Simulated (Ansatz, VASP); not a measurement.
# Two plane-wave programs on In

```
CELL_PARAMETERS angstrom
3.41687 0.00000 0.00000
-1.70843 2.95910 0.00000
0.00000 0.00000 5.64357
ATOMIC_POSITIONS crystal
In 0.33333 0.66667 0.25000
In 0.66667 0.33333 0.75000
```

Alike in both runs: task single point; functional r2SCAN; k mesh 8 × 8 × 4; occupations fermi-dirac, width 0.1 eV; no spin polarisation.

```csv
,VASP,Ansatz
version,VASP 6.6.1,Ansatz 0.2.0
potentials or method,"VASP PAW PBE potentials, release 64 (In_d), cutoff 520 eV","plane waves, PAW"
valence electrons in the cell,26,26
```

|  | VASP | Ansatz | Ansatz less VASP |
| --- | --- | --- | --- |
| pressure (GPa) | -2.5 | -2.4 | +0.10 |
| traceless stress, the component that is largest in VASP (GPa) | 1.10 | 1.11 | +0.003 |

VASP's potentials were made for PBE, not for r2SCAN.
